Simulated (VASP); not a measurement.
## SrO: single point with PBE

SrO:

```
Sr O
1.0
     4.29018    0.00000    0.00000
    -2.14509    3.71541    0.00000
     0.00000    0.00000    5.18465
Sr O
2 2
Direct
  0.33333 0.66667 0.25000
  0.66667 0.33333 0.75000
  0.66667 0.33333 0.25000
  0.33333 0.66667 0.75000
```

```json
{"Program": "VASP 6.6.1", "Task": "single point", "Functional": "PBE", "Potentials or basis": "VASP PAW PBE potentials, release 64 (Sr_sv, O)", "Cutoff": "520 eV", "k mesh": "6 × 6 × 4", "Occupations": "gaussian, width 0.01 eV", "Spin": "no spin polarisation"}
```

| Item | Value |
| --- | --- |
| Pressure | 0.4 GPa |
| Band gap on the k mesh | 2.59 eV, direct |

Levels at points of the mesh, in eV from the valence-band top:
| k point | band 14 | band 15 | band 16 | band 17 | band 18 | band 19 |
| --- | --- | --- | --- | --- | --- | --- |
| (0.00, 0.00, 0.00) | -0.88 | -0.36 | 0.00 | 2.59 | 6.09 | 6.09 |
| (0.50, 0.00, 0.00) | -0.37 | -0.34 | -0.26 | 4.28 | 4.81 | 5.04 |
| (0.00, 0.00, 0.50) | -1.06 | -1.06 | -1.06 | 4.29 | 4.29 | 7.78 |
| (0.50, 0.00, 0.50) | -0.87 | -0.43 | -0.43 | 4.90 | 4.90 | 7.32 |

Wall time 32 s on 1 thread of Intel(R) Xeon(R) Platinum 8259CL CPU @ 2.50GHz (Skylake/Cascade Lake), on a shared host, peak memory 0.2 GiB.

Expect the measured gap to be larger: semilocal functionals such as PBE lack the derivative discontinuity.
